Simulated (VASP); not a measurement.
SiSbTe3:

```xyz
5
Lattice="5.2010 0.0000 0.0000 0.0000 5.2010 0.0000 0.0000 0.0000 5.2010" Properties=species:S:1:pos:R:3 pbc="T T T"
Si    2.6005    2.6005    2.6005
Sb    0.0000    0.0000    0.0000
Te    2.6005    0.0000    0.0000
Te    0.0000    2.6005    0.0000
Te    0.0000    0.0000    2.6005
```

* Program: VASP 6.6.1
* Task: relaxation of cell and atoms
* Functional: PBE
* Potentials or basis: VASP PAW PBE potentials, release 64 (Si, Sb, Te)
* Cutoff: 600 eV
* k mesh: 4 × 4 × 4
* Occupations: gaussian, width 0.1 eV
* Spin: no spin polarisation

At the start: pressure 17.7 GPa; volume 28.14 Å³/atom.

Q: Where does the relaxation end?

A: Over 4 steps the energy falls by 390.5 meV/atom and the volume is 37.48 Å³/atom (+33.2 %); space group Pm-3m (No. 221, to 0.05 Å).

The path:
```
step  energy change (eV)  largest force (eV/Å)  pressure (GPa)  volume (Å³)
   1              0.0000                0.0000           17.71       140.69
   2             -1.6506                0.0000           -3.18       214.02
   3             -1.9520                0.0000            0.22       185.87
   4             -1.9527                0.0000           -0.04       187.40
```

Final structure:
```yaml
crystal:
  lattice:
    - [5.72258, 0.00000, 0.00000]
    - [0.00000, 5.72258, 0.00000]
    - [0.00000, 0.00000, 5.72258]
  atoms:
    - { symbol: Si, position: [0.50000, 0.50000, 0.50000] }
    - { symbol: Sb, position: [0.00000, 0.00000, 0.00000] }
    - { symbol: Te, position: [0.50000, 0.00000, 0.00000] }
    - { symbol: Te, position: [0.00000, 0.50000, 0.00000] }
    - { symbol: Te, position: [0.00000, 0.00000, 0.50000] }
```

Caveat: the volume moved by over 15 % at a fixed basis, so the end points are rough.
